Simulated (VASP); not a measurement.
# Cd3Mo (Pm-3m) in VASP: further runs

Runs on Cd3Mo. Level: PBE. Tasks: single point, relaxation of cell and atoms.

Program: VASP 6.6.1. These are calculated values, not measurements. Logs are shortened: lines on timing, memory, paths and dates and some standing lists are left out, and cuts for length are marked.

## (1) The cell of the first run

It takes space group Pm-3m (No. 221, cubic). Conventional cell: a = 4.246 Å, b = 4.246 Å, c = 4.246 Å, α = 90.00°, β = 90.00°, γ = 90.00°. Within 4.0 Å of Cd (site symmetry 4/mmm) lie 8 Cd at 3.00 Å and 4 Mo at 3.00 Å. Within 4.0 Å of Mo (site symmetry m-3m) lie 12 Cd at 3.00 Å.

## (2) Single point, PBE

INCAR reads:

```
PREC = Accurate
ENCUT = 520
EDIFF = 1E-6
ISMEAR = 0
SIGMA = 0.1
LREAL = False
LASPH = True
NELM = 80
ALGO = Fast
ISIF = 2
LWAVE = False
LCHARG = True
GGA = PE
LELF = True
LVHAR = True
NBANDS = 33
```

KPOINTS reads:

```
Automatic mesh
0
Gamma
  12 12 12
```

POSCAR reads:

```
Cd3Mo
1.0
    4.2459722470      0.0000000000      0.0000000000
    0.0000000000      4.2459722470      0.0000000000
    0.0000000000      0.0000000000      4.2459722470
Cd Mo
3 1
Direct
    0.0000000000      0.5000000000      0.5000000000
    0.5000000000      0.0000000000      0.5000000000
    0.5000000000      0.5000000000      0.0000000000
    0.0000000000      0.0000000000      0.0000000000
```

Potentials or basis: VASP PAW PBE potentials, release 64 (Cd, Mo_sv).

Started as:

```bash
> cat potpaw_PBE.64/Cd/POTCAR potpaw_PBE.64/Mo_sv/POTCAR > POTCAR
> mpirun -np 1 vasp_std > vasp.out
```

OUTCAR:

```text
PREC = Accurate
   ENCUT = 520
   EDIFF = 1E-6
   ISMEAR = 0
   LREAL = False
   LASPH = True
   NELM = 80
   ISIF = 2
   GGA = PE

 ion  position               nearest neighbor table
   1  0.000  0.500  0.500-   2 3.00   3 3.00   4 3.00   3 3.00   4 3.00   2 3.00   4 3.00   4 3.00
                             2 3.00   3 3.00   3 3.00   2 3.00
   2  0.500  0.000  0.500-   1 3.00   3 3.00   4 3.00   3 3.00   4 3.00   1 3.00   3 3.00   3 3.00
                             1 3.00   4 3.00   4 3.00   1 3.00
   3  0.500  0.500  0.000-   1 3.00   2 3.00   4 3.00   1 3.00   2 3.00   2 3.00   4 3.00   2 3.00
                             1 3.00   4 3.00   1 3.00   4 3.00
   4  0.000  0.000  0.000-   1 3.00   2 3.00   3 3.00   1 3.00   2 3.00   1 3.00   3 3.00   1 3.00
                             2 3.00   3 3.00   2 3.00   3 3.00

  LATTYP: Found a simple cubic cell.
 ALAT       =     4.2459722470

  Lattice vectors:

 A1 = (   4.2459722470,   0.0000000000,   0.0000000000)
 A2 = (   0.0000000000,   4.2459722470,   0.0000000000)
 A3 = (   0.0000000000,   0.0000000000,   4.2459722470)

Analysis of symmetry for initial positions (statically):
=====================================================================
 Subroutine PRICEL returns:
 Original cell was already a primitive cell.

 Routine SETGRP: Setting up the symmetry group for a
 simple cubic supercell.

 Subroutine GETGRP returns: Found 48 space group operations
 (whereof 48 operations were pure point group operations)
 out of a pool of 48 trial point group operations.

The static configuration has the point symmetry O_h .

Analysis of symmetry for dynamics (positions and initial velocities):
=====================================================================
 Subroutine PRICEL returns:
 Original cell was already a primitive cell.

 Routine SETGRP: Setting up the symmetry group for a
 simple cubic supercell.

 Subroutine GETGRP returns: Found 48 space group operations
 (whereof 48 operations were pure point group operations)
 out of a pool of 48 trial point group operations.

The dynamic configuration has the point symmetry O_h .

 Subroutine INISYM returns: Found 48 space group operations
 (whereof 48 operations are pure point group operations),
 and found     1 'primitive' translations

----------------------------------------------------------------------------------------

                                     Primitive cell

  volume of cell :      76.5476

  direct lattice vectors                    reciprocal lattice vectors
     4.245972247  0.000000000  0.000000000     0.235517319  0.000000000  0.000000000
     0.000000000  4.245972247  0.000000000     0.000000000  0.235517319  0.000000000
     0.000000000  0.000000000  4.245972247     0.000000000  0.000000000  0.235517319

  length of vectors
     4.245972247  4.245972247  4.245972247     0.235517319  0.235517319  0.235517319

  position of ions in fractional coordinates (direct lattice)
     0.000000000  0.500000000  0.500000000
     0.500000000  0.000000000  0.500000000
     0.500000000  0.500000000  0.000000000
     0.000000000  0.000000000  0.000000000

  ion indices of the primitive-cell ions
   primitive index   ion index
                 1           1
                 2           2
                 3           3
                 4           4

----------------------------------------------------------------------------------------

 KPOINTS: Automatic mesh

Automatic generation of k-mesh.
 Grid dimensions read from file:
 generate k-points for:   12   12   12

 Generating k-lattice:

  Cartesian coordinates                     Fractional coordinates (reciprocal lattice)
     0.019626443  0.000000000  0.000000000     0.083333333  0.000000000  0.000000000
     0.000000000  0.019626443  0.000000000     0.000000000  0.083333333  0.000000000
     0.000000000  0.000000000  0.019626443     0.000000000  0.000000000  0.083333333

  Length of vectors
     0.019626443  0.019626443  0.019626443

  Shift w.r.t. Gamma in fractional coordinates (k-lattice)
     0.000000000  0.000000000  0.000000000

 Subroutine IBZKPT returns following result:
 ===========================================

 Found     84 irreducible k-points:

 Following reciprocal coordinates:
            Coordinates               Weight
  0.000000  0.000000  0.000000      1.000000
  0.083333  0.000000  0.000000      6.000000
  0.166667  0.000000  0.000000      6.000000
  0.250000  0.000000  0.000000      6.000000
  0.333333  0.000000  0.000000      6.000000
  0.416667  0.000000  0.000000      6.000000
[... 16 lines left out ...]
  0.333333  0.333333  0.000000     12.000000
  0.416667  0.333333  0.000000     24.000000
 [... further k-points ...]
   k-points           NKPTS =     84   k-points in BZ     NKDIM =     84   number of bands    NBANDS=     33
   number of dos      NEDOS =    301   number of ions     NIONS =      4
   total plane-waves  NPLWV =  32768
   dimension x,y,z NGX =    32 NGY =   32 NGZ =   32
   dimension x,y,z NGXF=    64 NGYF=   64 NGZF=   64
   ions per type =               3   1
   NGX,Y,Z   is equivalent  to a cutoff of  12.53, 12.53, 12.53 a.u.
   NGXF,Y,Z  is equivalent  to a cutoff of  25.06, 25.06, 25.06 a.u.
 SYSTEM =  unknown system
   PREC   = accura    normal or accurate (medium, high low for compatibility)
   ISTART =      0    job   : 0-new  1-cont  2-samecut
   ICHARG =      2    charge: 1-file 2-atom 10-const
   ISPIN  =      1    spin polarized calculation?
   LNONCOLLINEAR =      F non collinear calculations
   LSORBIT =      F    spin-orbit coupling
   LASPH  =      T    aspherical Exc in radial PAW
   ENCUT  =  520.0 eV  38.22 Ry    6.18 a.u.   7.89  7.89  7.89*2*pi/ulx,y,z
   NELM   =     80;   NELMIN=  2; NELMDL= -5     # of ELM steps
   EDIFF  = 0.1E-05   stopping-criterion for ELM
   LREAL  =      F    real-space projection
   EDIFFG = 0.1E-04   stopping-criterion for IOM
   NSW    =      0    number of steps for IOM
   IBRION =     -1    ionic relax: 0-MD 1-quasi-New 2-CG
   NFREE  =      0    steps in history (QN), initial steepest desc. (CG)
   ISIF   =      2    stress and relaxation
   ISYM   =      2    0-nonsym 1-usesym 2-fastsym
   POTIM  = 0.5000    time-step for ionic-motion
   TEBEG  =    0.0;   TEEND  =   0.0 temperature during run
   PSTRESS=    0.0 pullay stress
   NELECT =      50.0000    total number of electrons
   NUPDOWN=      -1.0000    fix difference up-down
   EMIN   =  10.00;   EMAX   =-10.00  energy-range for DOS
   EFERMI =   0.00;   METHOD = LEGACY
   ISMEAR =     0;   SIGMA  =   0.10  broadening in eV -4-tet -1-fermi 0-gaus
   EFERMI_NEDOS =   21; number of points for ismear=-14 and -15
   IALGO  =     68    algorithm
   IMIX   =      4    mixing-type and parameters
     AMIX     =   0.40;   BMIX     =  1.00
     AMIX_MAG =   1.60;   BMIX_MAG =  1.00
  volume/ion in A,a.u.               =      19.14       129.14
  Fermi-wavevector in a.u.,A,eV,Ry     =   1.420434  2.684231 27.451554  2.017632
  Thomas-Fermi vector in A             =   2.541350
   LORBIT       =      0    0 simple, 1 ext, 2 COOP (PROOUT), +10 PAW based schemes
   GGA     = PE    functional components
   LHFCALC =     F    Hartree Fock is set to
   AEXX    =    0.0000 exact exchange contribution
   IVDW    =     0    specifies the selected vdW correction
   LEPSILON=     F    determine dielectric tensor
   LRPA    =     F    only Hartree local field effects (RPA)
 non-spin polarized calculation
 RMM-DIIS sequential band-by-band and
 Gauss-broadening in eV      SIGMA  =   0.10
  energy-cutoff  :      520.00
  volume of cell :       76.55
 maximum number of plane-waves:      2103
 NGX is ok and might be reduce to    32
   NGX = 15   NGY = 15   NGZ = 15

 number of electron      50.0000021 magnetization

 Free energy of the ion-electron system (eV)
  ---------------------------------------------------
  ext. energy  EPLUGINS =         0.00000000
  ---------------------------------------------------
  free energy    TOTEN  =       -11.78931663 eV

  energy without entropy =      -11.78091587  energy(sigma->0) =      -11.78511625

 E-fermi :   5.0129     XC(G=0): -11.8331

 val. band max:        4.9726613679   @ k =   0.5000   0.0833   0.0833
 cond. band min:       5.0201220654   @ k =   0.3333   0.0000   0.0000
 fundamental gap:      0.0474606975
 Fermi energy:         5.0129168945

 k-point     1 :       0.0000    0.0000    0.0000
  band No.  band energies     occupation
      1     -55.9130      2.00000
      2     -29.9948      2.00000
      3     -29.9948      2.00000
      4     -29.9948      2.00000
      5      -4.9397      2.00000
      6      -4.6844      2.00000
[... 25 lines left out ...]
     32      12.4847      0.00000
     33      12.4847      0.00000

 k-point     2 :       0.0833    0.0000    0.0000
  band No.  band energies     occupation
      1     -55.9130      2.00000
      2     -29.9955      2.00000
      3     -29.9948      2.00000
      4     -29.9948      2.00000
      5      -4.9149      2.00000
      6      -4.6754      2.00000
[... 25 lines left out ...]
     32      12.4978      0.00000
     33      12.5103      0.00000

 k-point     3 :       0.1667    0.0000    0.0000
  band No.  band energies     occupation
      1     -55.9129      2.00000
      2     -29.9975      2.00000
      3     -29.9949      2.00000
      4     -29.9949      2.00000
      5      -4.8440      2.00000
      6      -4.6501      2.00000
[... 25 lines left out ...]
     32      12.3616      0.00000
     33      12.3624      0.00000

 k-point     4 :       0.2500    0.0000    0.0000
  band No.  band energies     occupation
      1     -55.9129      2.00000
      2     -30.0001      2.00000
      3     -29.9950      2.00000
      4     -29.9950      2.00000
      5      -4.7373      2.00000
      6      -4.6131      2.00000
[... 673 lines left out ...]
     32      11.6798      0.00000
     33      13.6805      0.00000

 k-point    23 :       0.3333    0.3333    0.0000
  band No.  band energies     occupation
      1     -55.9126      2.00000
      2     -30.0023      2.00000
      3     -30.0016      2.00000
      4     -29.9953      2.00000
      5      -4.4287      2.00000
      6      -4.3678      2.00000
[... 25 lines left out ...]
     32      12.0571      0.00000
     33      12.9094      0.00000

 k-point    24 :       0.4167    0.3333    0.0000
  band No.  band energies     occupation
      1     -55.9126      2.00000
      2     -30.0036      2.00000
      3     -30.0017      2.00000
      4     -29.9954      2.00000
      5      -4.3469      2.00000
      6      -4.3144      2.00000
[... 25 lines left out ...]
     32      11.5405      0.00000
     33      13.0853      0.00000

 [... further k-points ...]
[... 5 lines left out ...]
  --------------------------------------------------------------------------------------
  -------------------------------------------------------------------------------------
  Total        0.2805291      0.2805291      0.2805291     -0.0000000     -0.0000000      0.0000000
  in kB        5.8716087      5.8716087      5.8716087     -0.0000000     -0.0000000      0.0000000
  external PRESSURE =       5.8716087 kB  Pullay stress =       0.0000000 kB

 VOLUME and BASIS-vectors are now :
 -----------------------------------------------------------------------------
  energy-cutoff  :      520.00
  volume of cell :       76.55
      direct lattice vectors                 reciprocal lattice vectors
     4.245972247  0.000000000  0.000000000     0.235517319  0.000000000  0.000000000
     0.000000000  4.245972247  0.000000000     0.000000000  0.235517319  0.000000000
     0.000000000  0.000000000  4.245972247     0.000000000  0.000000000  0.235517319

 POSITION                                       TOTAL-FORCE (eV/Angst)
 -----------------------------------------------------------------------------------
      0.00000      2.12299      2.12299         0.000000      0.000000      0.000000
      2.12299      0.00000      2.12299         0.000000      0.000000      0.000000
      2.12299      2.12299      0.00000         0.000000      0.000000      0.000000
      0.00000      0.00000      0.00000         0.000000      0.000000      0.000000
 -----------------------------------------------------------------------------------
    total drift:                                0.000000     -0.000000     -0.000000

  FREE ENERGIE OF THE ION-ELECTRON SYSTEM (eV)
  ---------------------------------------------------
  free  energy   TOTEN  =       -11.7893166314 eV

  energy  without entropy=      -11.7809158739  energy(sigma->0) =      -11.78511625
```

It took 68 s on 1 thread of Intel Xeon Platinum 8559C (Emerald Rapids), shared host; peak memory 0.3 GiB.

Results:

```
Free energy            : -11.7893 eV
Pressure               : 0.6 GPa
Band gap on the k mesh : zero (bands 25 and 26 overlap by 1.64 eV)
```

## (3) Relaxation of cell and atoms, PBE

INCAR reads:

```
SYSTEM = Cd3Mo
ALGO = Fast
EDIFF = 1E-6
EDIFFG = -0.01
ENCUT = 600
GGA = PE
IBRION = 2
ISIF = 3
ISMEAR = 0
LASPH = .TRUE.
LCHARG = .FALSE.
LREAL = .FALSE.
LWAVE = .FALSE.
NELM = 60
NSW = 100
PREC = Accurate
SIGMA = 0.1
```

KPOINTS reads:

```
k-points
0
G
  12 12 12
  0 0 0
```

POSCAR is that of step 2.

Potentials or basis: VASP PAW PBE potentials, release 64 (Cd, Mo_sv).

Started as:

```bash
> cat potpaw_PBE.64/Cd/POTCAR potpaw_PBE.64/Mo_sv/POTCAR > POTCAR
> mpirun -np 1 vasp_std > vasp.out
```

OUTCAR:

```text
SYSTEM = Cd3Mo
   EDIFF = 1E-6
   EDIFFG = -0.01
   ENCUT = 600
   GGA = PE
   IBRION = 2
   ISIF = 3
   ISMEAR = 0
   LASPH = .TRUE.
   LREAL = .FALSE.
   NELM = 60
   NSW = 100
   PREC = Accurate

 ion  position               nearest neighbor table
   1  0.000  0.500  0.500-   2 3.00   3 3.00   4 3.00   3 3.00   4 3.00   2 3.00   4 3.00   4 3.00
                             2 3.00   3 3.00   3 3.00   2 3.00
   2  0.500  0.000  0.500-   1 3.00   3 3.00   4 3.00   3 3.00   4 3.00   1 3.00   3 3.00   3 3.00
                             1 3.00   4 3.00   4 3.00   1 3.00
   3  0.500  0.500  0.000-   1 3.00   2 3.00   4 3.00   1 3.00   2 3.00   2 3.00   4 3.00   2 3.00
                             1 3.00   4 3.00   1 3.00   4 3.00
   4  0.000  0.000  0.000-   1 3.00   2 3.00   3 3.00   1 3.00   2 3.00   1 3.00   3 3.00   1 3.00
                             2 3.00   3 3.00   2 3.00   3 3.00

  LATTYP: Found a simple cubic cell.
 ALAT       =     4.2459722470

  Lattice vectors:

 A1 = (   4.2459722470,   0.0000000000,   0.0000000000)
 A2 = (   0.0000000000,   4.2459722470,   0.0000000000)
 A3 = (   0.0000000000,   0.0000000000,   4.2459722470)

Analysis of symmetry for initial positions (statically):
=====================================================================
 Subroutine PRICEL returns:
[... 181 lines left out ...]

  FORCE on cell =-STRESS in cart. coord.  units (eV):
  Direction    XX          YY          ZZ          XY          YZ          ZX
  --------------------------------------------------------------------------------------
  -------------------------------------------------------------------------------------
  Total        0.2298600      0.2298600      0.2298600     -0.0000000      0.0000000     -0.0000000
  in kB        4.8110799      4.8110799      4.8110799     -0.0000000      0.0000000     -0.0000000
  external PRESSURE =       4.8110799 kB  Pullay stress =       0.0000000 kB
[... 63 lines left out ...]
--------------------------------------- Ionic step        3  -------------------------------------------

 number of electron      50.0000013 magnetization

 Free energy of the ion-electron system (eV)
  ---------------------------------------------------
  ext. energy  EPLUGINS =         0.00000000
  ---------------------------------------------------
  free energy    TOTEN  =       -11.78870579 eV

  energy without entropy =      -11.78025411  energy(sigma->0) =      -11.78447995

 E-fermi :   4.9717     XC(G=0): -11.8089

 val. band max:        4.9307080235   @ k =   0.5000   0.0833   0.0833
 cond. band min:       4.9795613276   @ k =   0.3333   0.0000   0.0000
 fundamental gap:      0.0488533041
 Fermi energy:         4.9717311073

 k-point     1 :       0.0000    0.0000    0.0000
  band No.  band energies     occupation
      1     -55.9562      2.00000
      2     -30.0372      2.00000
      3     -30.0372      2.00000
      4     -30.0372      2.00000
      5      -4.9587      2.00000
      6      -4.7066      2.00000
[... 781 lines left out ...]
     29       9.6528      0.00000
     30       9.8785      0.00000

 [... further k-points ...]
[... 5 lines left out ...]
  --------------------------------------------------------------------------------------
  -------------------------------------------------------------------------------------
  Total        0.0070977      0.0070977      0.0070977     -0.0000000     -0.0000000      0.0000000
  in kB        0.1479018      0.1479018      0.1479018     -0.0000000     -0.0000000      0.0000000
  external PRESSURE =       0.1479018 kB  Pullay stress =       0.0000000 kB
[... 19 lines left out ...]
  FREE ENERGIE OF THE ION-ELECTRON SYSTEM (eV)
  ---------------------------------------------------
  free  energy   TOTEN  =       -11.7887057897 eV

  energy  without entropy=      -11.7802541104  energy(sigma->0) =      -11.78447995

 reached required accuracy - stopping structural energy minimisation
```

It took 4.3 min on 1 thread of Intel Xeon Platinum 8559C (Emerald Rapids), shared host; peak memory 0.36 GiB.

What came out:

```
Free energy                           : -11.7887 eV
Relaxed volume                        : 19.22 Å³/atom
Relaxed cell                          : a = 4.252 Å, b = 4.252 Å, c = 4.252 Å, α = 90.00°, β = 90.00°, γ = 90.00°
Space group after relaxing (to 0.1 Å) : Pm-3m (No. 221)
Energy gained by relaxing             : 0.1 meV/atom
Ionic steps                           : 3
Pressure after relaxing               : 0.0 GPa
Band gap on the k mesh                : zero (bands 25 and 26 overlap by 1.63 eV)
```

Step by step:
```
step  energy change (eV)  largest force (eV/Å)  pressure (GPa)  volume (Å³)
   1              0.0000                0.0000            0.48        76.55
   2             -0.0001                0.0000           -0.38        77.19
   3             -0.0005                0.0000            0.01        76.89
```

Final structure:
```
CELL_PARAMETERS angstrom
4.25224 0.00000 0.00000
0.00000 4.25224 0.00000
0.00000 0.00000 4.25224
ATOMIC_POSITIONS crystal
Cd 0.00000 0.50000 0.50000
Cd 0.50000 0.00000 0.50000
Cd 0.50000 0.50000 0.00000
Mo 0.00000 0.00000 0.00000
```

The gap in the log of VASP goes by the Fermi energy; the results here count the filled bands.